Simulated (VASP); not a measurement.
Runs of VASP 6.6.1 on Cu. The structure is that of space group Fm-3m (No. 225), or close to it. The cells are those of the table. 

| task | cell | gap on the mesh (eV) | pressure (GPa) |
| --- | --- | --- | --- |
| relaxation of cell and atoms | relaxed to 45 GPa from a = 2.560 Å, angles 60.0°, 1 atom | none | 45.0 |
| single point | a = 2.358 Å, angles 60.0°, 1 atom | none | 46.1 |
| relaxation of cell and atoms | relaxed from a = 2.560 Å, angles 60.0°, 1 atom | none | -0.1 |
| relaxation of cell and atoms | relaxed to 30 GPa from a = 2.560 Å, angles 60.0°, 1 atom | none | 30.0 |
| single point | a = 2.487 Å, angles 60.0°, 1 atom | none | (a) |
| single point | a = 2.391 Å, angles 60.0°, 1 atom | none | 31.0 |
| single point | a = 2.432 Å, angles 60.0°, 1 atom | none | 15.9 |
| relaxation of cell and atoms | relaxed to 15 GPa from a = 2.560 Å, angles 60.0°, 1 atom | none | 14.7 |

Alike in all rows: level LDA; potentials or basis VASP PAW LDA potentials, release 64 (Cu); no spin polarisation; k mesh 11 × 11 × 11; cutoff (eV) 600; smearing gaussian 0.1 eV.

Q: Fill in the values left out.

A: (a) 0.9.

Caveats: the cell is relaxed towards a set pressure, so the run minimises the enthalpy, not the energy (at least some runs); the cell stands under pressure (at least some runs).

A gap of «none» marks levels without a gap at the run's occupations.
